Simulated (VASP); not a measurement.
Here is a VASP 6.6.1 calculation.

The input POSCAR:

```
GaAs
1.0
    0.0000000000      2.6650319490      2.6650319490
    2.6650319490      0.0000000000      2.6650319490
    2.6650319490      2.6650319490      0.0000000000
Ga As
1 1
Direct
    0.0000000000      0.0000000000      0.0000000000
    0.5000000000      0.5000000000      0.5000000000
```

Contents of INCAR.step1:

```
SYSTEM = GaAs
  ALGO = Normal
  EDIFF = 1E-4
  ENCUT = 520
  GGA = PE
  ISMEAR = -1
  LASPH = .True.
  LCHARG = .False.
  LREAL = .False.
  LWAVE = .True.
  NBANDS = 16
  NELM = 100
  PREC = Accurate
  SIGMA = 0.1
```

File INCAR.step2:

```
SYSTEM = GaAs
  ALGO = Normal
  EDIFF = 1E-6
  ENCUT = 520
  ISIF = 2
  ISMEAR = -1
  ISTART = 1
  LASPH = .True.
  LCHARG = .False.
  LMIXTAU = .True.
  LREAL = .False.
  LWAVE = .False.
  METAGGA = R2SCAN
  NBANDS = 16
  NELM = 100
  PREC = Accurate
  SIGMA = 0.1
```

Contents of KPOINTS:

```
k-points
0
Gamma
  15 15 15
  0 0 0
```

Potentials or basis: VASP PAW PBE potentials, release 64 (Ga_d, As).

The run is started by

```bash
$ cat potpaw_PBE.64/Ga_d/POTCAR potpaw_PBE.64/As/POTCAR > POTCAR
$ cp INCAR.step1 INCAR
$ mpirun -np 1 vasp_std > vasp.out
$ cp INCAR.step2 INCAR
$ mpirun -np 1 vasp_std > vasp.out
```

Problem. Predict the band gap on the k mesh.

Solution. Zero (band 9 reaches 5.99 eV, above the bottom of band 10 at 2.64 eV).

Problem. Estimate the pressure.

Solution. 0.1 GPa.

Caveat: the PAW data sets were made with another functional, which shifts forces and pressure a little.
